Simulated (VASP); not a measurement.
# NaCl (ae) (Fm-3m) in VASP: notebook

The runs below take NaCl (ae) through single point, relaxation of cell and atoms, with PBE.

Program: VASP 6.6.1. These are calculated values, not measurements. Logs are shortened: lines on timing, memory, paths and dates and some standing lists are left out, and cuts for length are marked.

### Step 1. The cell of the first run

Symmetry: Fm-3m, No. 225, cubic system. The conventional cell has a = 5.205 Å, b = 5.205 Å, c = 5.205 Å, α = 90.00°, β = 90.00°, γ = 90.00°. Na (site symmetry m-3m) has 6 Cl at 2.60 Å within 3.4 Å. Cl (site symmetry m-3m) has 6 Na at 2.60 Å within 3.4 Å.

### Step 2. Single point, PBE

The input, INCAR:

```
  ALGO = Normal
  EDIFF = 1E-6
  ENCUT = 520
  GGA = PE
  ISIF = 2
  ISMEAR = 0
  LASPH = True
  LCHARG = False
  LREAL = False
  LWAVE = False
  NBANDS = 14
  NELM = 60
  PREC = Accurate
  SIGMA = 0.02
```

The input, KPOINTS:

```
k-points
0
Gamma
  8 8 8
```

The input, POSCAR:

```
NaCl
1.0
    0.0000000000      2.6023085058      2.6023085058
    2.6023085058      0.0000000000      2.6023085058
    2.6023085058      2.6023085058      0.0000000000
Na Cl
1 1
Direct
    0.0000000000      0.0000000000      0.0000000000
    0.5000000000      0.5000000000      0.5000000000
```

Potentials or basis: VASP PAW PBE potentials, release 64 (Na_pv, Cl).

Run with:

```sh
cat potpaw_PBE.64/Na_pv/POTCAR potpaw_PBE.64/Cl/POTCAR > POTCAR
mpirun -np 1 vasp_std > vasp.out
```

OUTCAR:

```text
EDIFF = 1E-6
   ENCUT = 520
   GGA = PE
   ISIF = 2
   ISMEAR = 0
   LASPH = True
   LREAL = False
   NELM = 60
   PREC = Accurate

 ion  position               nearest neighbor table
   1  0.000  0.000  0.000-   2 2.60   2 2.60   2 2.60   2 2.60   2 2.60   2 2.60
   2  0.500  0.500  0.500-   1 2.60   1 2.60   1 2.60   1 2.60   1 2.60   1 2.60

  LATTYP: Found a face centered cubic cell.
 ALAT       =     5.2046170116

  Lattice vectors:

 A1 = (   0.0000000000,   2.6023085058,   2.6023085058)
 A2 = (   2.6023085058,   0.0000000000,   2.6023085058)
 A3 = (   2.6023085058,   2.6023085058,   0.0000000000)

Analysis of symmetry for initial positions (statically):
=====================================================================
 Subroutine PRICEL returns:
 Original cell was already a primitive cell.

 Routine SETGRP: Setting up the symmetry group for a
 face centered cubic supercell.

 Subroutine GETGRP returns: Found 48 space group operations
 (whereof 48 operations were pure point group operations)
 out of a pool of 48 trial point group operations.

The static configuration has the point symmetry O_h .

Analysis of symmetry for dynamics (positions and initial velocities):
=====================================================================
 Subroutine PRICEL returns:
 Original cell was already a primitive cell.

 Routine SETGRP: Setting up the symmetry group for a
 face centered cubic supercell.

 Subroutine GETGRP returns: Found 48 space group operations
 (whereof 48 operations were pure point group operations)
 out of a pool of 48 trial point group operations.

The dynamic configuration has the point symmetry O_h .

 Subroutine INISYM returns: Found 48 space group operations
 (whereof 48 operations are pure point group operations),
 and found     1 'primitive' translations

----------------------------------------------------------------------------------------

                                     Primitive cell

  volume of cell :      35.2457

  direct lattice vectors                    reciprocal lattice vectors
     0.000000000  2.602308506  2.602308506    -0.192137096  0.192137096  0.192137096
     2.602308506  0.000000000  2.602308506     0.192137096 -0.192137096  0.192137096
     2.602308506  2.602308506  0.000000000     0.192137096  0.192137096 -0.192137096

  length of vectors
     3.680219982  3.680219982  3.680219982     0.332791213  0.332791213  0.332791213

  position of ions in fractional coordinates (direct lattice)
     0.000000000  0.000000000  0.000000000
     0.500000000  0.500000000  0.500000000

  ion indices of the primitive-cell ions
   primitive index   ion index
                 1           1
                 2           2

----------------------------------------------------------------------------------------

 KPOINTS: k-points

Automatic generation of k-mesh.
 Grid dimensions read from file:
 generate k-points for:    8    8    8

 Generating k-lattice:

  Cartesian coordinates                     Fractional coordinates (reciprocal lattice)
    -0.024017137  0.024017137  0.024017137     0.125000000  0.000000000  0.000000000
     0.024017137 -0.024017137  0.024017137     0.000000000  0.125000000  0.000000000
     0.024017137  0.024017137 -0.024017137     0.000000000  0.000000000  0.125000000

  Length of vectors
     0.041598902  0.041598902  0.041598902

  Shift w.r.t. Gamma in fractional coordinates (k-lattice)
     0.000000000  0.000000000  0.000000000

 Subroutine IBZKPT returns following result:
 ===========================================

 Found     29 irreducible k-points:

 Following reciprocal coordinates:
            Coordinates               Weight
  0.000000  0.000000  0.000000      1.000000
  0.125000  0.000000  0.000000      8.000000
  0.250000  0.000000  0.000000      8.000000
  0.375000  0.000000  0.000000      8.000000
  0.500000  0.000000  0.000000      4.000000
  0.125000  0.125000  0.000000      6.000000
[... 16 lines left out ...]
  0.500000  0.250000  0.125000     48.000000
 -0.375000  0.250000  0.125000     24.000000
 [... further k-points ...]
   k-points           NKPTS =     29   k-points in BZ     NKDIM =     29   number of bands    NBANDS=     14
   number of dos      NEDOS =    301   number of ions     NIONS =      2
   total plane-waves  NPLWV =  21952
   dimension x,y,z NGX =    28 NGY =   28 NGZ =   28
   dimension x,y,z NGXF=    56 NGYF=   56 NGZF=   56
   ions per type =               1   1
   NGX,Y,Z   is equivalent  to a cutoff of  12.65, 12.65, 12.65 a.u.
   NGXF,Y,Z  is equivalent  to a cutoff of  25.30, 25.30, 25.30 a.u.
 SYSTEM =  unknown system
   PREC   = accura    normal or accurate (medium, high low for compatibility)
   ISTART =      0    job   : 0-new  1-cont  2-samecut
   ICHARG =      2    charge: 1-file 2-atom 10-const
   ISPIN  =      1    spin polarized calculation?
   LNONCOLLINEAR =      F non collinear calculations
   LSORBIT =      F    spin-orbit coupling
   LASPH  =      T    aspherical Exc in radial PAW
   ENCUT  =  520.0 eV  38.22 Ry    6.18 a.u.   6.84  6.84  6.84*2*pi/ulx,y,z
   NELM   =     60;   NELMIN=  2; NELMDL= -5     # of ELM steps
   EDIFF  = 0.1E-05   stopping-criterion for ELM
   LREAL  =      F    real-space projection
   EDIFFG = 0.1E-04   stopping-criterion for IOM
   NSW    =      0    number of steps for IOM
   IBRION =     -1    ionic relax: 0-MD 1-quasi-New 2-CG
   NFREE  =      0    steps in history (QN), initial steepest desc. (CG)
   ISIF   =      2    stress and relaxation
   ISYM   =      2    0-nonsym 1-usesym 2-fastsym
   POTIM  = 0.5000    time-step for ionic-motion
   TEBEG  =    0.0;   TEEND  =   0.0 temperature during run
   PSTRESS=    0.0 pullay stress
   NELECT =      14.0000    total number of electrons
   NUPDOWN=      -1.0000    fix difference up-down
   EMIN   =  10.00;   EMAX   =-10.00  energy-range for DOS
   EFERMI =   0.00;   METHOD = LEGACY
   ISMEAR =     0;   SIGMA  =   0.02  broadening in eV -4-tet -1-fermi 0-gaus
   EFERMI_NEDOS =   21; number of points for ismear=-14 and -15
   IALGO  =     38    algorithm
   IMIX   =      4    mixing-type and parameters
     AMIX     =   0.40;   BMIX     =  1.00
     AMIX_MAG =   1.60;   BMIX_MAG =  1.00
  volume/ion in A,a.u.               =      17.62       118.92
  Fermi-wavevector in a.u.,A,eV,Ry     =   1.203415  2.274124 19.704059  1.448208
  Thomas-Fermi vector in A             =   2.339169
   LORBIT       =      0    0 simple, 1 ext, 2 COOP (PROOUT), +10 PAW based schemes
   GGA     = PE    functional components
   LHFCALC =     F    Hartree Fock is set to
   AEXX    =    0.0000 exact exchange contribution
   IVDW    =     0    specifies the selected vdW correction
   LEPSILON=     F    determine dielectric tensor
   LRPA    =     F    only Hartree local field effects (RPA)
 non-spin polarized calculation
 Gauss-broadening in eV      SIGMA  =   0.02
  energy-cutoff  :      520.00
  volume of cell :       35.25
 maximum number of plane-waves:       960
   NGX = 13   NGY = 13   NGZ = 13

 number of electron      14.0000009 magnetization

 Free energy of the ion-electron system (eV)
  ---------------------------------------------------
  ext. energy  EPLUGINS =         0.00000000
  ---------------------------------------------------
  free energy    TOTEN  =        -6.45751616 eV

  energy without entropy =       -6.45751616  energy(sigma->0) =       -6.45751616

 E-fermi :   1.0146     XC(G=0):  -9.2480

 val. band max:        0.9237765824   @ k =   0.0000   0.0000   0.0000
 cond. band min:       7.1417689201   @ k =   0.0000   0.0000   0.0000
 fundamental gap:      6.2179923376
 Fermi energy:         1.0146431840

 k-point     1 :       0.0000    0.0000    0.0000
  band No.  band energies     occupation
      1     -19.5625      2.00000
      2     -19.5625      2.00000
      3     -19.5625      2.00000
      4     -12.4259      2.00000
      5       0.9238      2.00000
      6       0.9238      2.00000
      7       0.9238      2.00000
      8       7.1418      0.00000
      9      12.1845      0.00000
     10      12.1845      0.00000
     11      12.1845      0.00000
     12      14.6981      0.00000
     13      14.6981      0.00000
     14      16.7068      0.00000

 k-point     2 :       0.1250    0.0000    0.0000
  band No.  band energies     occupation
      1     -19.5762      2.00000
      2     -19.5633      2.00000
      3     -19.5633      2.00000
      4     -12.3338      2.00000
      5       0.3974      2.00000
      6       0.8551      2.00000
      7       0.8551      2.00000
      8       7.7298      0.00000
      9      11.6842      0.00000
     10      12.4451      0.00000
     11      12.4451      0.00000
     12      14.5280      0.00000
     13      14.5280      0.00000
     14      17.8894      0.00000

 k-point     3 :       0.2500    0.0000    0.0000
  band No.  band energies     occupation
      1     -19.6084      2.00000
      2     -19.5651      2.00000
      3     -19.5650      2.00000
      4     -12.1016      2.00000
      5      -0.6448      2.00000
      6       0.6966      2.00000
      7       0.6966      2.00000
      8       8.5858      0.00000
      9      11.5734      0.00000
     10      12.7210      0.00000
     11      12.7210      0.00000
     12      14.8501      0.00000
     13      14.8501      0.00000
     14      18.4963      0.00000

 k-point     4 :       0.3750    0.0000    0.0000
  band No.  band energies     occupation
      1     -19.6397      2.00000
      2     -19.5668      2.00000
      3     -19.5668      2.00000
      4     -11.8530      2.00000
      5      -1.5201      2.00000
      6       0.5474      2.00000
      7       0.5474      2.00000
      8       8.6572      0.00000
      9      12.5423      0.00000
     10      12.5423      0.00000
     11      12.7895      0.00000
     12      16.4251      0.00000
     13      16.4251      0.00000
     14      17.8614      0.00000

 k-point     5 :       0.5000    0.0000    0.0000
  band No.  band energies     occupation
      1     -19.6525      2.00000
      2     -19.5676      2.00000
      3     -19.5676      2.00000
      4     -11.7443      2.00000
      5      -1.8552      2.00000
      6       0.4879      2.00000
      7       0.4879      2.00000
      8       8.5765      0.00000
      9      12.4268      0.00000
     10      12.4268      0.00000
     11      13.6696      0.00000
[... 276 lines left out ...]
 k-point    22 :       0.3750    0.2500    0.1250
  band No.  band energies     occupation
      1     -19.6124      2.00000
      2     -19.5775      2.00000
      3     -19.5683      2.00000
      4     -11.9568      2.00000
      5      -0.8652      2.00000
      6       0.2189      2.00000
      7       0.5216      2.00000
      8       9.7224      0.00000
      9      10.3571      0.00000
     10      12.1842      0.00000
     11      14.0125      0.00000
     12      14.1233      0.00000
     13      16.6565      0.00000
     14      21.1145      0.00000

 k-point    23 :       0.5000    0.2500    0.1250
  band No.  band energies     occupation
      1     -19.6270      2.00000
      2     -19.5833      2.00000
      3     -19.5716      2.00000
      4     -11.7762      2.00000
      5      -1.2967      2.00000
      6      -0.1125      2.00000
      7       0.3579      2.00000
      8       9.8797      0.00000
      9      11.3295      0.00000
     10      11.5846      0.00000
     11      13.7252      0.00000
     12      15.6731      0.00000
     13      18.6813      0.00000
     14      18.9705      0.00000

 k-point    24 :      -0.3750    0.2500    0.1250
  band No.  band energies     occupation
      1     -19.6333      2.00000
      2     -19.5845      2.00000
      3     -19.5738      2.00000
      4     -11.6986      2.00000
      5      -1.4753      2.00000
      6      -0.2306      2.00000
      7       0.2808      2.00000
      8       9.8274      0.00000
      9      11.2276      0.00000
     10      12.4091      0.00000
     11      13.5091      0.00000
     12      16.5081      0.00000
     13      18.2522      0.00000
     14      19.1023      0.00000

 [... further k-points ...]
[... 5 lines left out ...]
  --------------------------------------------------------------------------------------
  -------------------------------------------------------------------------------------
  Total        2.6404570      2.6404570      2.6404570      0.0000000     -0.0000000      0.0000000
  in kB      120.0282151    120.0282151    120.0282151      0.0000000     -0.0000000      0.0000000
  external PRESSURE =     120.0282151 kB  Pullay stress =       0.0000000 kB

 VOLUME and BASIS-vectors are now :
 -----------------------------------------------------------------------------
  energy-cutoff  :      520.00
  volume of cell :       35.25
      direct lattice vectors                 reciprocal lattice vectors
     0.000000000  2.602308506  2.602308506    -0.192137096  0.192137096  0.192137096
     2.602308506  0.000000000  2.602308506     0.192137096 -0.192137096  0.192137096
     2.602308506  2.602308506  0.000000000     0.192137096  0.192137096 -0.192137096

 POSITION                                       TOTAL-FORCE (eV/Angst)
 -----------------------------------------------------------------------------------
      0.00000      0.00000      0.00000         0.000000      0.000000      0.000000
      2.60231      2.60231      2.60231        -0.000000     -0.000000     -0.000000
 -----------------------------------------------------------------------------------
    total drift:                                0.000000      0.000000      0.000000

  FREE ENERGIE OF THE ION-ELECTRON SYSTEM (eV)
  ---------------------------------------------------
  free  energy   TOTEN  =        -6.4575161600 eV

  energy  without entropy=       -6.4575161600  energy(sigma->0) =       -6.45751616
```

Wall time 9.4 s (1 thread of AMD EPYC 7R13 (Zen 3), shared host); peak memory 0.12 GiB.

What came out:

```yaml
Free_energy: -6.4575 eV
Pressure: 12.0 GPa
Band_gap_on_the_k_mesh: 6.22 eV, direct
```

### Step 3. Relaxation of cell and atoms, PBE, target pressure 12 GPa, at which the enthalpy is minimised

This run uses another cell than the first one, of 17.83 Å³/atom, 1.012 times its volume.

The input, INCAR:

```
SYSTEM = NaCl
  PREC = Accurate
  ENCUT = 600
  EDIFF = 1E-6
  ISMEAR = 0
  SIGMA = 0.02
  LREAL = .FALSE.
  LASPH = .TRUE.
  NELM = 60
  ALGO = Normal
  ISIF = 3
  LWAVE = .FALSE.
  LCHARG = .FALSE.
  GGA = PE
  IBRION = 2
  NSW = 50
  EDIFFG = -0.003
  PSTRESS = 120.0
```

The input, KPOINTS:

```
regular mesh
0
G
  8 8 8
  0 0 0
```

The input, POSCAR:

```
NaCl
1.0
    0.0000000000      2.6125072151      2.6125072151
    2.6125072151      0.0000000000      2.6125072151
    2.6125072151      2.6125072151      0.0000000000
Na Cl
1 1
Direct
    0.0000000000      0.0000000000      0.0000000000
    0.5000000000      0.5000000000      0.5000000000
```

Potentials or basis: VASP PAW PBE potentials, release 64 (Na_pv, Cl).

Run with:

```sh
cat potpaw_PBE.64/Na_pv/POTCAR potpaw_PBE.64/Cl/POTCAR > POTCAR
mpirun -np 1 vasp_std > vasp.out
```

Wall time 23 s (1 thread of AMD EPYC 7R13 (Zen 3), shared host); peak memory 0.13 GiB.

It converged, with:

| Quantity | Value |
| --- | --- |
| Free energy | -6.4593 eV |
| Relaxed volume | 17.63 Å³/atom |
| Relaxed cell | a = 3.681 Å, b = 3.681 Å, c = 3.681 Å, α = 60.00°, β = 60.00°, γ = 60.00° |
| Space group after relaxing (to 0.05 Å) | Fm-3m (No. 225) |
| Energy change on relaxing (the enthalpy is what falls) | +14.4 meV/atom |
| Ionic steps | 4 |
| Pressure after relaxing | 12.0 GPa |
| Band gap on the k mesh | 6.22 eV, direct |

The path:
```tsv
step	energy change (eV)	largest force (eV/Å)	pressure (GPa)	volume (Å³)
1	0.0000	0.0000	11.21	35.66
2	0.0327	0.0000	12.15	35.21
3	0.0278	0.0000	11.96	35.28
4	0.0287	0.0000	12.01	35.26
```

Final structure:
```
Na Cl
1.0
     0.00000    2.60278    2.60278
     2.60278    0.00000    2.60278
     2.60278    2.60278    0.00000
Na Cl
1 1
Direct
  0.00000 0.00000 0.00000
  0.50000 0.50000 0.50000
```

Levels at points of the mesh, in eV from the valence-band top:
```
           k point  band 4  band 5  band 6  band 7  band 8  band 9  band 10  band 11
(0.00, 0.00, 0.00)  -13.35    0.00    0.00    0.00    6.22   11.26    11.26    11.26
(0.50, 0.00, 0.00)  -12.67   -2.78   -0.44   -0.44    7.65   11.50    11.50    12.74
(0.50, 0.50, 0.00)  -12.62   -2.39   -0.87   -0.87    7.73    8.22    13.19    16.11
```

Caveat: the cell is relaxed towards a set pressure, so the enthalpy falls and the energy may rise.
